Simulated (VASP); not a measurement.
# TiO2 (P3_121) in VASP: settings compared, part 2 of 2

VASP 6.6.1. The steps go on from the part before.

### Step 4. Single point, r2SCAN

This run uses another cell than the first one, of 17.96 Å³/atom.

POSCAR

```
TiO2
1.0
    5.5540780171      0.0000000000      0.0000000000
   -2.7770390086      4.8099726574      0.0000000000
    0.0000000000      0.0000000000      6.0512299410
Ti O
3 6
Direct
    0.4653630150      0.0000000000      0.3333333333
    0.0000000000      0.4653630150      0.6666666667
    0.5346369850      0.5346369850      0.0000000000
    0.5812949853      0.8545053552      0.1185290390
    0.7267896302      0.1454946448      0.5481376277
    0.2732103698      0.4187050147      0.7851957057
    0.8545053552      0.5812949853      0.8814709610
    0.1454946448      0.7267896302      0.4518623723
    0.4187050147      0.2732103698      0.2148042943
```

INCAR.step1

```
SYSTEM = TiO2
PREC     = Accurate       ! precision mode
ENCUT    = 660            ! plane-wave cutoff, eV
ISMEAR   = -1             ! smearing method
SIGMA    = 0.05           ! smearing width, eV
LREAL    = .FALSE.        ! projectors in reciprocal space
LASPH    = .TRUE.         ! aspherical terms in the spheres
NELM     = 120            ! most SCF steps
NBANDS   = 46             ! bands
GGA      = PE             ! functional
ALGO     = Normal         ! electronic algorithm
EDIFF    = 1E-5           ! SCF threshold, eV
LWAVE    = .TRUE.         ! write WAVECAR
LCHARG   = .FALSE.        ! write CHGCAR
GGA_COMPAT= .FALSE.
```

INCAR.step2

```
SYSTEM = TiO2
PREC     = Accurate       ! precision mode
ENCUT    = 660            ! plane-wave cutoff, eV
EDIFF    = 1E-6           ! SCF threshold, eV
ISMEAR   = -1             ! smearing method
SIGMA    = 0.05           ! smearing width, eV
LREAL    = .FALSE.        ! projectors in reciprocal space
LASPH    = .TRUE.         ! aspherical terms in the spheres
NELM     = 120            ! most SCF steps
ALGO     = Normal         ! electronic algorithm
ISIF     = 2              ! what is computed and relaxed
LWAVE    = .FALSE.        ! write WAVECAR
LCHARG   = .TRUE.         ! write CHGCAR
METAGGA  = R2SCAN         ! meta-GGA
LMIXTAU  = .TRUE.       
LELF     = .TRUE.         ! ELF
LVHAR    = .TRUE.       
NBANDS   = 46             ! bands
ISTART   = 1            
GGA_COMPAT= .FALSE.
```

KPOINTS

```
Automatic mesh
0
G
  6 6 5
  0 0 0
```

Potentials or basis: VASP PAW PBE potentials, release 64 (Ti_sv, O).

Command:

```sh
cat potpaw_PBE.64/Ti_sv/POTCAR potpaw_PBE.64/O/POTCAR > POTCAR
cp INCAR.step1 INCAR
mpirun -np 1 vasp_std > vasp.out
cp INCAR.step2 INCAR
mpirun -np 1 vasp_std > vasp.out
```

It took 19 min on 1 thread of AMD EPYC 9R45 (Zen 5), shared host; peak memory 0.47 GiB.

The run converged. Its results:

```
Free energy            : -103.4722 eV
Pressure               : 0.6 GPa
Largest force          : 0.063 eV/Å
Band gap on the k mesh : 4.12 eV (least direct gap 4.13 eV)
```

Forces in eV/Å, atoms in the order of the input:
```
Ti  -0.019  0.000  0.000
Ti   0.010 -0.017  0.000
Ti   0.010  0.017  0.000
O    0.028  0.044 -0.036
O    0.028 -0.044  0.036
O    0.024 -0.046 -0.036
O    0.024  0.046  0.036
O   -0.052  0.002 -0.036
O   -0.052 -0.002  0.036
```

Levels at points of the mesh, in eV from the valence-band top:
```tsv
k point	band 34	band 35	band 36	band 37	band 38	band 39
(0.00, 0.00, 0.00)	-0.31	-0.29	-0.29	4.14	4.70	4.70
(0.50, 0.00, 0.00)	-0.76	-0.17	0.00	4.35	4.36	4.66
```

Caveat: the PAW data sets were made with another functional, which shifts forces and pressure a little; an odd mesh through Γ misses points on the zone boundary, where band edges can lie.

### Step 5. Single point, RPBE+D3(BJ)

This run uses another cell than the first one, of 10.40 Å³/atom.

INCAR

```
PREC = Accurate ; ENCUT = 910
EDIFF = 1E-6 ; ISMEAR = -1
SIGMA = 0.05 ; LREAL = F
LASPH = T ; NELM = 120
ALGO = Normal ; ISIF = 2
LWAVE = F ; LCHARG = T
GGA = RP ; IVDW = 12
LELF = T ; LVHAR = T
NBANDS = 46 ; GGA_COMPAT = F
```

KPOINTS

```
Automatic mesh
0
Gamma
  6 6 5
```

POSCAR

```
TiO2
1.0
    4.4570701244      0.0000000000      0.0000000000
   -2.2285350622      3.8599359542      0.0000000000
    0.0000000000      0.0000000000      5.4399168744
Ti O
3 6
Direct
    0.3909450786      0.0000000000      0.3333333333
    0.0000000000      0.3909450786      0.6666666667
    0.6090549214      0.6090549214      0.0000000000
    0.6745315307      1.0391453411      0.0750580724
    0.6353861896     -0.0391453411      0.5916085942
    0.3646138104      0.3254684693      0.7417247391
    1.0391453411      0.6745315307      0.9249419276
   -0.0391453411      0.6353861896      0.4083914058
    0.3254684693      0.3646138104      0.2582752609
```

Potentials or basis: VASP PAW PBE potentials, release 64 (Ti_sv, O_h).

Command:

```sh
cat potpaw_PBE.64/Ti_sv/POTCAR potpaw_PBE.64/O_h/POTCAR > POTCAR
mpirun -np 1 vasp_std > vasp.out
```

OUTCAR:

```text
PREC = Accurate
   ENCUT = 910
   EDIFF = 1E-6
   ISMEAR = -1
   LREAL = F
   LASPH = T
   NELM = 120
   ISIF = 2
   GGA = RP
   IVDW = 12
 IVDW          = 12

 ion  position               nearest neighbor table
   1  0.391  0.000  0.333-   9 1.83   8 1.83   4 1.84   5 1.84
   2  0.000  0.391  0.667-   6 1.83   5 1.83   8 1.84   7 1.84
   3  0.609  0.609  0.000-   7 1.83   4 1.83   9 1.84   6 1.84
   4  0.675  0.039  0.075-   3 1.83   1 1.84
   5  0.635  0.961  0.592-   2 1.83   1 1.84
   6  0.365  0.325  0.742-   2 1.83   3 1.84
   7  0.039  0.675  0.925-   3 1.83   2 1.84
   8  0.961  0.635  0.408-   1 1.83   2 1.84
   9  0.325  0.365  0.258-   1 1.83   3 1.84

  LATTYP: Found a hexagonal cell.
 ALAT       =     4.4570701244
 C/A-ratio  =     1.2205140872

  Lattice vectors:

 A1 = (   4.4570701244,   0.0000000000,   0.0000000000)
 A2 = (  -2.2285350622,   3.8599359542,   0.0000000000)
 A3 = (   0.0000000000,   0.0000000000,   5.4399168744)

[... 194 lines left out ...]
 fundamental gap:      2.5531174944
 Fermi energy:         6.3978134624

 k-point     1 :       0.0000    0.0000    0.0000
  band No.  band energies     occupation
      1     -51.0934      2.00000
      2     -51.0360      2.00000
      3     -51.0360      2.00000
      4     -27.4830      2.00000
      5     -27.4830      2.00000
      6     -27.4518      2.00000
[... 1165 lines left out ...]
     45      10.1848      0.00000
     46      10.2933      0.00000

 [... further k-points ...]

------------------------ aborting loop because EDIFF is reached ----------------------------------------

 Edisp (eV)   -9.19713

 E8    (eV) :    -5.4909

  FORCE on cell =-STRESS in cart. coord.  units (eV):
  Direction    XX          YY          ZZ          XY          YZ          ZX
  --------------------------------------------------------------------------------------
  -------------------------------------------------------------------------------------
  Total       0.03335     0.03335    -0.02255     0.00000     0.00000     0.00000
  in kB       0.57092     0.57092    -0.38601     0.00000     0.00000     0.00000
  external pressure =        0.25 kB  Pullay stress =        0.00 kB

 VOLUME and BASIS-vectors are now :
 -----------------------------------------------------------------------------
  energy-cutoff  :      910.00
  volume of cell :       93.59
      direct lattice vectors                 reciprocal lattice vectors
     4.457070124  0.000000000  0.000000000     0.224362636  0.129535828  0.000000000
    -2.228535062  3.859935954  0.000000000     0.000000000  0.259071656  0.000000000
     0.000000000  0.000000000  5.439916874     0.000000000  0.000000000  0.183826338

 POSITION                                       TOTAL-FORCE (eV/Angst)
 -----------------------------------------------------------------------------------
      1.74247      0.00000      1.81331         0.000500      0.000000      0.000000
     -0.87123      1.50902      3.62661        -0.000250      0.000433      0.000000
      1.35730      2.35091      0.00000        -0.000250     -0.000433      0.000000
      2.91920      0.15110      0.40831         0.011783      0.037358     -0.026078
      0.69066      3.70884      3.21830         0.011783     -0.037358      0.026078
      0.89979      1.25629      4.03492         0.026462     -0.028883     -0.026078
     -1.32874      2.60365      5.03161         0.026462      0.028883      0.026078
      2.86662      2.45255      2.22162        -0.038245     -0.008475     -0.026078
      0.63808      1.40739      1.40500        -0.038245      0.008475      0.026078
 -----------------------------------------------------------------------------------
    total drift:                               -0.000001     -0.000002      0.000000

  FREE ENERGIE OF THE ION-ELECTRON SYSTEM (eV)
  ---------------------------------------------------
  free  energy   TOTEN  =       -83.1120946913 eV

  energy  without entropy=      -83.1120946912  energy(sigma->0) =      -83.11209469
```

stdout:

```text
POSCAR found type information on POSCAR TiO
 POSCAR found :  2 types and       9 ions
 scaLAPACK will be used
 -----------------------------------------------------------------------------
|                                                                             |
|                                                                             |
|     You enforced a specific xc type in the INCAR file but a different       |
|     I HOPE YOU KNOW WHAT YOU ARE DOING!                                     |
|                                                                             |
 -----------------------------------------------------------------------------

 LDA part: xc-table for (Slater+PW92), standard interpolation
 POSCAR, INCAR and KPOINTS ok, starting setup
 FFT: planning ... GRIDC
 FFT: planning ... GRID_SOFT
 FFT: planning ... GRID
 WAVECAR not read
 entering main loop
```

Run time: 6.4 min. Hardware: 1 thread of Intel Xeon Platinum 8488C (Sapphire Rapids), shared host; peak memory 0.46 GiB.

Results:

| Item | Value |
| --- | --- |
| Free energy | -83.1121 eV |
| Pressure | 0.0 GPa |
| Largest force | 0.047 eV/Å |
| Band gap on the k mesh | 2.55 eV (least direct gap 2.69 eV) |
| Dispersion energy per atom | -1.022 eV |

Forces in eV/Å, atoms in the order of the input:
```
Ti   0.001  0.000  0.000
Ti   0.000  0.000  0.000
Ti   0.000  0.000  0.000
O    0.012  0.037 -0.026
O    0.012 -0.037  0.026
O    0.026 -0.029 -0.026
O    0.026  0.029  0.026
O   -0.038 -0.008 -0.026
O   -0.038  0.008  0.026
```

Stress tensor (GPa, compression positive):
```
 0.06  0.00  0.00
 0.00  0.06  0.00
 0.00  0.00 -0.04
```

Caveat: the cutoff is under 1.25 times the usual one of these potentials, so pressure, stress and relaxed cells hold a basis-set (Pulay) error; the PAW data sets were made with another functional, which shifts forces and pressure a little; an odd mesh through Γ misses points on the zone boundary, where band edges can lie.

### Step 6. Single point, r2SCAN+U

POSCAR

```
TiO2
1.0
    5.5822227355      0.0000000000      0.0000000000
   -2.7911113678      4.8343466985      0.0000000000
    0.0000000000      0.0000000000      6.0824678800
Ti O
3 6
Direct
    0.4669367500      0.0000000000      0.3333333333
    0.0000000000      0.4669367500      0.6666666667
    0.5330632500      0.5330632500      0.0000000000
    0.5810657200      0.8514331800      0.1206639333
    0.7296325400      0.1485668200      0.5460027333
    0.2703674600      0.4189342800      0.7873306000
    0.8514331800      0.5810657200      0.8793360667
    0.1485668200      0.7296325400      0.4539972667
    0.4189342800      0.2703674600      0.2126694000
```

INCAR.step1

```
ALGO = Normal ; EDIFF = 1E-4
ENCUT = 520 ; GGA = PE
ISMEAR = -1 ; LASPH = T
LCHARG = F ; LDAU = T
LDAUJ = 0 0 ; LDAUL = 2 -1
LDAUTYPE = 2 ; LDAUU = 6 0
LMAXMIX = 4 ; LREAL = F
LWAVE = T ; NBANDS = 46
NELM = 150 ; PREC = Accurate
SIGMA = 0.05
```

INCAR.step2

```
ALGO = Normal ; EDIFF = 1E-6
ENCUT = 520 ; ISIF = 2
ISMEAR = -1 ; ISTART = 1
LASPH = T ; LCHARG = F
LDAU = T ; LDAUJ = 0 0
LDAUL = 2 -1 ; LDAUPRINT = 1
LDAUTYPE = 2 ; LDAUU = 6 0
LMAXMIX = 4 ; LMIXTAU = T
LREAL = F ; LWAVE = F
METAGGA = R2SCAN ; NBANDS = 46
NELM = 150 ; PREC = Accurate
SIGMA = 0.05
```

KPOINTS

```
k-points
0
Gamma
  6 6 5
```

Potentials or basis: VASP PAW PBE potentials, release 64 (Ti_sv, O).

Command:

```sh
cat potpaw_PBE.64/Ti_sv/POTCAR potpaw_PBE.64/O/POTCAR > POTCAR
cp INCAR.step1 INCAR
mpirun -np 1 vasp_std > vasp.out
cp INCAR.step2 INCAR
mpirun -np 1 vasp_std > vasp.out
```

Wall time 10 min (1 thread of Intel Xeon 6975P-C (Granite Rapids), shared host); peak memory 0.39 GiB.

The run converged. Its results:

| Property | Result |
| --- | --- |
| Free energy | -90.3341 eV |
| Pressure | 8.1 GPa |
| Largest force | 0.633 eV/Å |
| Band gap on the k mesh | 4.98 eV (least direct gap 5.01 eV) |

Forces in eV/Å, atoms in the order of the input:
```
Ti  -0.070  0.000  0.000
Ti   0.035 -0.061  0.000
Ti   0.035  0.061  0.000
O    0.225  0.488 -0.335
O    0.225 -0.488  0.335
O    0.310 -0.438 -0.335
O    0.310  0.438  0.335
O   -0.535 -0.050 -0.335
O   -0.535  0.050  0.335
```

Stress tensor (GPa, compression positive):
```
8.05 0.00 0.00
0.00 8.05 0.00
0.00 0.00 8.25
```

Levels at points of the mesh, in eV from the valence-band top:
```tsv
k point	band 34	band 35	band 36	band 37	band 38	band 39
(0.00, 0.00, 0.00)	-0.31	-0.27	-0.27	5.02	5.27	5.27
(0.50, 0.00, 0.00)	-0.72	-0.17	0.00	5.03	5.11	5.22
```

Eigenvalues of the final occupation matrices:
```
    site  spin  trace               eigenvalues
site 1 d     1   0.85  0.10 0.10 0.21 0.21 0.22
site 1 d     2   0.85  0.10 0.10 0.21 0.21 0.22
site 2 d     1   0.85  0.10 0.10 0.21 0.21 0.22
site 2 d     2   0.85  0.10 0.10 0.21 0.21 0.22
site 3 d     1   0.85  0.10 0.10 0.21 0.21 0.22
site 3 d     2   0.85  0.10 0.10 0.21 0.21 0.22
```

Caveat: the cell stands under pressure; the PAW data sets were made with another functional, which shifts forces and pressure a little; an odd mesh through Γ misses points on the zone boundary, where band edges can lie.

### Step 7. The runs side by side

| level | potentials or basis | U | cell | k mesh | cutoff (eV) | gap on the mesh (eV) | pressure (GPa) | largest force (eV/Å) |
| --- | --- | --- | --- | --- | --- | --- | --- | --- |
| BLYP | VASP PAW PBE potentials, release 64 (Ti_sv, O) | - | a = 5.582, b = 5.582, c = 6.082 Å, angles 90.0, 90.0, 120.0°, 9 atoms, atomic positions A | 5 × 5 × 4 | 520 | 3.53 | 4.6 | 0.25 |
| PBE | VASP PAW PBE potentials, release 64 (Ti_sv, O_h) | - | a = 5.359, b = 5.359, c = 6.082 Å, angles 90.0, 90.0, 120.0°, 9 atoms, atomic positions B | 5 × 5 × 4 | 910 | 3.62 | 2.0 | 0.05 |
| r2SCAN | VASP PAW PBE potentials, release 64 (Ti_sv, O) | - | a = 5.554, b = 5.554, c = 6.051 Å, angles 90.0, 90.0, 120.0°, 9 atoms, atomic positions C | 6 × 6 × 5 | 660 | 4.12 | 0.6 | 0.06 |
| RPBE+D3(BJ) | VASP PAW PBE potentials, release 64 (Ti_sv, O_h) | - | a = 4.457, b = 4.457, c = 5.440 Å, angles 90.0, 90.0, 120.0°, 9 atoms, atomic positions D | 6 × 6 × 5 | 910 | 2.55 | 0.0 | 0.05 |
| r2SCAN+U | VASP PAW PBE potentials, release 64 (Ti_sv, O) | Ti d U = 6.0 eV | a = 5.582, b = 5.582, c = 6.082 Å, angles 90.0, 90.0, 120.0°, 9 atoms, atomic positions A | 6 × 6 × 5 | 520 | 4.98 | 8.1 | 0.63 |

Alike in all rows: task single point; no spin polarisation; smearing fermi-dirac 0.05 eV.

Caveats: an odd mesh through Γ misses points on the zone boundary, where band edges can lie; the PAW data sets were made with another functional, which shifts forces and pressure a little (at least some runs); the cell stands under pressure (at least some runs); the cutoff is under 1.25 times the usual one of these potentials, so pressure, stress and relaxed cells hold a basis-set (Pulay) error (at least some runs).

Absolute energies hang on the potentials; compare differences alone.
